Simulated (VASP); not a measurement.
# Cu in VASP: notebook

Runs on Cu. Level: PBE. Tasks: single point.

Everything below comes from runs of VASP 6.6.1. Logs are shortened: lines on timing, memory, paths and dates and some standing lists are left out, and cuts for length are marked.

## 1. The cell of the first run

The structure is trigonal, space group R-3m (No. 166). The conventional cell has a = 2.607 Å, b = 2.607 Å, c = 6.116 Å, α = 90.00°, β = 90.00°, γ = 120.00°. Cu (site symmetry -3m) has 12 Cu at 2.53 to 2.61 Å within 3.3 Å.

## 2. Single point, PBE

Input file INCAR:

```
SYSTEM = Cu
PREC     = Accurate       ! precision mode
ENCUT    = 520            ! plane-wave cutoff, eV
EDIFF    = 1E-6           ! SCF threshold, eV
ISMEAR   = 0              ! smearing method
SIGMA    = 0.1            ! smearing width, eV
LREAL    = .False.        ! projectors in reciprocal space
LASPH    = .True.         ! aspherical terms in the spheres
NELM     = 60             ! most SCF steps
ALGO     = Fast           ! electronic algorithm
ISIF     = 2              ! what is computed and relaxed
LWAVE    = .False.        ! write WAVECAR
LCHARG   = .False.        ! write CHGCAR
GGA      = PE             ! functional
NBANDS   = 24             ! bands
```

Input file KPOINTS:

```
regular mesh
0
Gamma
  6 6 4
  0 0 0
```

Input file POSCAR:

```
Cu
1.0
    2.6074326181      0.0000000030      0.0000000000
   -1.3037163116      2.2581028845      0.0000000000
    0.0000000000      0.0000000000      6.1163550859
Cu
3
Direct
    0.3333333333      0.6666666667      0.8333378948
    0.0000000000      0.0000000000      0.5000000000
    0.6666666667      0.3333333333      0.1666621052
```

Potentials or basis: VASP PAW PBE potentials, release 64 (Cu).

The run is started by

```console
$ cat potpaw_PBE.64/Cu/POTCAR > POTCAR
$ mpirun -np 1 vasp_std > vasp.out
```

OUTCAR:

```text
SYSTEM = Cu
   PREC = Accurate
   ENCUT = 520
   EDIFF = 1E-6
   ISMEAR = 0
   LREAL = .False.
   LASPH = .True.
   NELM = 60
   ISIF = 2
   GGA = PE

 ion  position               nearest neighbor table
   1  0.333  0.667  0.833-   3 2.53   3 2.53   3 2.53   2 2.53   2 2.53   2 2.53
   2  0.000  0.000  0.500-   1 2.53   3 2.53   3 2.53   1 2.53   3 2.53   1 2.53
   3  0.667  0.333  0.167-   1 2.53   1 2.53   1 2.53   2 2.53   2 2.53   2 2.53

  LATTYP: Found a hexagonal cell.
 ALAT       =     2.6074326181
 C/A-ratio  =     2.3457385029

  Lattice vectors:

 A1 = (   2.6074326181,   0.0000000030,   0.0000000000)
 A2 = (  -1.3037163116,   2.2581028845,   0.0000000000)
 A3 = (   0.0000000000,   0.0000000000,   6.1163550859)

Analysis of symmetry for initial positions (statically):
=====================================================================
 Subroutine PRICEL returns:
 Original cell was already a primitive cell.

 Routine SETGRP: Setting up the symmetry group for a
 hexagonal supercell.

 Subroutine GETGRP returns: Found 12 space group operations
 (whereof 12 operations were pure point group operations)
 out of a pool of 24 trial point group operations.

The static configuration has the point symmetry D_3d.

Analysis of symmetry for dynamics (positions and initial velocities):
=====================================================================
 Subroutine PRICEL returns:
 Original cell was already a primitive cell.

 Routine SETGRP: Setting up the symmetry group for a
 hexagonal supercell.

 Subroutine GETGRP returns: Found 12 space group operations
 (whereof 12 operations were pure point group operations)
 out of a pool of 24 trial point group operations.

The dynamic configuration has the point symmetry D_3d.

 Subroutine INISYM returns: Found 12 space group operations
 (whereof 12 operations are pure point group operations),
 and found     1 'primitive' translations

----------------------------------------------------------------------------------------

                                     Primitive cell

  volume of cell :      36.0122

  direct lattice vectors                    reciprocal lattice vectors
     2.607432618  0.000000003  0.000000000     0.383519019  0.221424809  0.000000000
    -1.303716312  2.258102884  0.000000000    -0.000000001  0.442849618  0.000000000
     0.000000000  0.000000000  6.116355086     0.000000000  0.000000000  0.163496067

  length of vectors
     2.607432618  2.607432618  6.116355086     0.442849618  0.442849618  0.163496067

  position of ions in fractional coordinates (direct lattice)
     0.333333333  0.666666667  0.833337895
     0.000000000  0.000000000  0.500000000
     0.666666667  0.333333333  0.166662105

  ion indices of the primitive-cell ions
   primitive index   ion index
                 1           1
                 2           2
                 3           3

----------------------------------------------------------------------------------------

 KPOINTS: regular mesh

Automatic generation of k-mesh.
 Grid dimensions read from file:
 generate k-points for:    6    6    4

 Generating k-lattice:

  Cartesian coordinates                     Fractional coordinates (reciprocal lattice)
     0.063919836  0.036904135  0.000000000     0.166666667 -0.000000000  0.000000000
    -0.000000000  0.073808270  0.000000000     0.000000000  0.166666667  0.000000000
     0.000000000  0.000000000  0.040874017     0.000000000  0.000000000  0.250000000

  Length of vectors
     0.073808270  0.073808270  0.040874017

  Shift w.r.t. Gamma in fractional coordinates (k-lattice)
     0.000000000  0.000000000  0.000000000

 Subroutine IBZKPT returns following result:
 ===========================================

 Found     24 irreducible k-points:

 Following reciprocal coordinates:
            Coordinates               Weight
  0.000000  0.000000  0.000000      1.000000
  0.166667 -0.000000  0.000000      6.000000
  0.333333 -0.000000  0.000000      6.000000
  0.500000 -0.000000  0.000000      3.000000
  0.166667  0.166667  0.000000      6.000000
  0.333333  0.166667  0.000000     12.000000
[... 16 lines left out ...]
  0.333333  0.166667  0.500000     12.000000
  0.333333  0.333333  0.500000      2.000000
   k-points           NKPTS =     24   k-points in BZ     NKDIM =     24   number of bands    NBANDS=     24
   number of dos      NEDOS =    301   number of ions     NIONS =      3
   total plane-waves  NPLWV =  19200
   dimension x,y,z NGX =    20 NGY =   20 NGZ =   48
   dimension x,y,z NGXF=    40 NGYF=   40 NGZF=   96
   ions per type =               3
   NGX,Y,Z   is equivalent  to a cutoff of  12.75, 12.75, 13.05 a.u.
   NGXF,Y,Z  is equivalent  to a cutoff of  25.50, 25.50, 26.09 a.u.
 SYSTEM =  Cu
   PREC   = accura    normal or accurate (medium, high low for compatibility)
   ISTART =      0    job   : 0-new  1-cont  2-samecut
   ICHARG =      2    charge: 1-file 2-atom 10-const
   ISPIN  =      1    spin polarized calculation?
   LNONCOLLINEAR =      F non collinear calculations
   LSORBIT =      F    spin-orbit coupling
   LASPH  =      T    aspherical Exc in radial PAW
   ENCUT  =  520.0 eV  38.22 Ry    6.18 a.u.   4.85  4.85 11.37*2*pi/ulx,y,z
   NELM   =     60;   NELMIN=  2; NELMDL= -5     # of ELM steps
   EDIFF  = 0.1E-05   stopping-criterion for ELM
   LREAL  =      F    real-space projection
   EDIFFG = 0.1E-04   stopping-criterion for IOM
   NSW    =      0    number of steps for IOM
   IBRION =     -1    ionic relax: 0-MD 1-quasi-New 2-CG
   NFREE  =      0    steps in history (QN), initial steepest desc. (CG)
   ISIF   =      2    stress and relaxation
   ISYM   =      2    0-nonsym 1-usesym 2-fastsym
   POTIM  = 0.5000    time-step for ionic-motion
   TEBEG  =    0.0;   TEEND  =   0.0 temperature during run
   PSTRESS=    0.0 pullay stress
   NELECT =      33.0000    total number of electrons
   NUPDOWN=      -1.0000    fix difference up-down
   EMIN   =  10.00;   EMAX   =-10.00  energy-range for DOS
   EFERMI =   0.00;   METHOD = LEGACY
   ISMEAR =     0;   SIGMA  =   0.10  broadening in eV -4-tet -1-fermi 0-gaus
   EFERMI_NEDOS =   21; number of points for ismear=-14 and -15
   IALGO  =     68    algorithm
   IMIX   =      4    mixing-type and parameters
     AMIX     =   0.40;   BMIX     =  1.00
     AMIX_MAG =   1.60;   BMIX_MAG =  1.00
  volume/ion in A,a.u.               =      12.00        81.01
  Fermi-wavevector in a.u.,A,eV,Ry     =   1.590119  3.004889 34.402040  2.528479
  Thomas-Fermi vector in A             =   2.688863
   LORBIT       =      0    0 simple, 1 ext, 2 COOP (PROOUT), +10 PAW based schemes
   GGA     = PE    functional components
   LHFCALC =     F    Hartree Fock is set to
   AEXX    =    0.0000 exact exchange contribution
   IVDW    =     0    specifies the selected vdW correction
   LEPSILON=     F    determine dielectric tensor
   LRPA    =     F    only Hartree local field effects (RPA)
 non-spin polarized calculation
 RMM-DIIS sequential band-by-band and
 Gauss-broadening in eV      SIGMA  =   0.10
  energy-cutoff  :      520.00
  volume of cell :       36.01
 maximum number of plane-waves:       988
   NGX =  9   NGY =  9   NGZ = 23

 number of electron      32.9999978 magnetization

 Free energy of the ion-electron system (eV)
  ---------------------------------------------------
  ext. energy  EPLUGINS =         0.00000000
  ---------------------------------------------------
  free energy    TOTEN  =       -11.06778386 eV

  energy without entropy =      -11.05772520  energy(sigma->0) =      -11.06275453

 E-fermi :   7.3514     XC(G=0): -12.6329

 val. band max:        7.3407045861   @ k =   0.3333  -0.0000   0.0000
 cond. band min:       7.4013356394   @ k =   0.1667   0.1667   0.0000
 fundamental gap:      0.0606310533
 Fermi energy:         7.3514001483

 k-point     1 :       0.0000    0.0000    0.0000
  band No.  band energies     occupation
      1      -1.8434      2.00000
      2       1.6557      2.00000
      3       1.6557      2.00000
      4       4.3081      2.00000
      5       4.3081      2.00000
      6       4.4820      2.00000
[... 16 lines left out ...]
     23      28.5963      0.00000
     24      28.5964      0.00000

 k-point     2 :       0.1667   -0.0000    0.0000
  band No.  band energies     occupation
      1      -0.9968      2.00000
      2       2.2275      2.00000
      3       2.2807      2.00000
      4       3.8537      2.00000
      5       4.0362      2.00000
      6       4.1530      2.00000
[... 16 lines left out ...]
     23      24.5301      0.00000
     24      24.5875      0.00000

 k-point     3 :       0.3333   -0.0000    0.0000
  band No.  band energies     occupation
      1       1.2100      2.00000
      2       2.6920      2.00000
      3       3.1410      2.00000
      4       3.2488      2.00000
      5       3.9618      2.00000
      6       3.9977      2.00000
[... 16 lines left out ...]
     23      19.8401      0.00000
     24      20.8932      0.00000

 k-point     4 :       0.5000   -0.0000    0.0000
  band No.  band energies     occupation
      1       2.5867      2.00000
      2       2.8146      2.00000
      3       2.8148      2.00000
      4       3.0315      2.00000
      5       4.0486      2.00000
      6       4.0486      2.00000
[... 16 lines left out ...]
     23      21.0483      0.00000
     24      23.6421      0.00000

 k-point     5 :       0.1667    0.1667    0.0000
  band No.  band energies     occupation
      1       0.5650      2.00000
      2       2.9705      2.00000
      3       2.9706      2.00000
      4       3.6014      2.00000
      5       3.6014      2.00000
      6       3.9627      2.00000
[... 451 lines left out ...]
 k-point    22 :       0.1667    0.1667    0.5000
  band No.  band energies     occupation
      1       1.3736      2.00000
      2       1.3737      2.00000
      3       3.4913      2.00000
      4       3.5669      2.00000
      5       3.7885      2.00000
      6       3.7886      2.00000
[... 16 lines left out ...]
     23      18.7393      0.00000
     24      25.5058      0.00000

 k-point    23 :       0.3333    0.1667    0.5000
  band No.  band energies     occupation
      1       2.6241      2.00000
      2       2.8640      2.00000
      3       3.2280      2.00000
      4       3.4975      2.00000
      5       3.5706      2.00000
      6       4.0326      2.00000
[... 16 lines left out ...]
     23      17.1329      0.00000
     24      19.7926      0.00000

 k-point    24 :       0.3333    0.3333    0.5000
  band No.  band energies     occupation
      1       3.4596      2.00000
      2       3.4596      2.00000
      3       3.4597      2.00000
      4       3.5123      2.00000
      5       3.5124      2.00000
      6       3.5124      2.00000
[... 16 lines left out ...]
     23      19.1630      0.00000
     24      19.1659      0.00000

------------------------ aborting loop because EDIFF is reached ----------------------------------------

  FORCE on cell =-STRESS in cart. coord.  units (eV):
  Direction    XX          YY          ZZ          XY          YZ          ZX
  --------------------------------------------------------------------------------------
  -------------------------------------------------------------------------------------
  Total        0.0744558      0.0744558      0.0783787      0.0000000      0.0000000     -0.0000000
  in kB        3.3125287      3.3125287      3.4870580      0.0000000      0.0000000     -0.0000000
  external PRESSURE =       3.3707051 kB  Pullay stress =       0.0000000 kB

 VOLUME and BASIS-vectors are now :
 -----------------------------------------------------------------------------
  energy-cutoff  :      520.00
  volume of cell :       36.01
      direct lattice vectors                 reciprocal lattice vectors
     2.607432618  0.000000003  0.000000000     0.383519019  0.221424809  0.000000000
    -1.303716312  2.258102884  0.000000000    -0.000000001  0.442849618  0.000000000
     0.000000000  0.000000000  6.116355086     0.000000000  0.000000000  0.163496067

 POSITION                                       TOTAL-FORCE (eV/Angst)
 -----------------------------------------------------------------------------------
     -0.00000      1.50540      5.09699        -0.000000      0.000000     -0.000267
      0.00000      0.00000      3.05818         0.000000      0.000000      0.000000
      1.30372      0.75270      1.01936         0.000000     -0.000000      0.000267
 -----------------------------------------------------------------------------------
    total drift:                                0.000000     -0.000000      0.000000

  FREE ENERGIE OF THE ION-ELECTRON SYSTEM (eV)
  ---------------------------------------------------
  free  energy   TOTEN  =       -11.0677838616 eV

  energy  without entropy=      -11.0577252012  energy(sigma->0) =      -11.06275453
```

It took 68 s on 1 thread of Intel Xeon 8259CL, shared host; peak memory 0.15 GiB.

Results:

- Free energy: -11.0678 eV
- Pressure: 0.3 GPa
- Band gap on the k mesh: zero (an odd number of electrons rules out a gap without spin polarisation)

Caveat: the k points lie up to 0.46 Å⁻¹ apart, too coarse for converged energies and pressures of a metal.

## 3. Single point, PBE

This run uses another cell than the first one: it holds 1 atom, not 3.

Input file INCAR:

```
PREC = Accurate
ENCUT = 520
EDIFF = 1E-6
ISMEAR = 0
SIGMA = 0.1
LREAL = False
LASPH = True
NELM = 100
ALGO = Fast
ISIF = 2
LWAVE = False
LCHARG = False
GGA = PE
NBANDS = 12
```

Input file KPOINTS:

```
Automatic mesh
0
Gamma
  24 24 24
```

Input file POSCAR:

```
Cu
1.0
    1.2832415992      0.7408798827      2.0961379869
   -1.2832415992      0.7408798827      2.0961379869
    0.0000000000     -1.4817597654      2.0961379869
Cu
1
Direct
    0.5000000000      0.5000000000      0.5000000000
```

Potentials or basis: VASP PAW PBE potentials, release 64 (Cu).

The run is started by

```console
$ cat potpaw_PBE.64/Cu/POTCAR > POTCAR
$ mpirun -np 1 vasp_std > vasp.out
```

It took 7.2 min on 1 thread of Intel Xeon 8259CL, shared host; peak memory 0.29 GiB.

Results (log left out):

```
Free energy            : -3.7295 eV
Pressure               : 0.6 GPa
Band gap on the k mesh : zero (an odd number of electrons rules out a gap without spin polarisation)
```

Levels at points of the mesh, in eV from the Fermi level:
| k point | band 4 | band 5 | band 6 | band 7 | band 8 | band 9 |
| --- | --- | --- | --- | --- | --- | --- |
| (0.00, 0.00, 0.00) | -3.00 | -2.20 | -2.20 | 22.48 | 25.02 | 25.03 |
| (0.50, 0.00, 0.00) | -1.64 | -1.64 | -0.98 | 3.68 | 20.98 | 21.86 |
| (0.50, 0.50, 0.00) | -1.50 | -1.50 | 1.49 | 7.01 | 12.97 | 12.98 |
| (0.50, 0.50, 0.50) | -1.64 | -1.64 | -0.98 | 3.68 | 20.98 | 21.87 |

The gap in the log of VASP goes by the Fermi energy; the results here count the filled bands.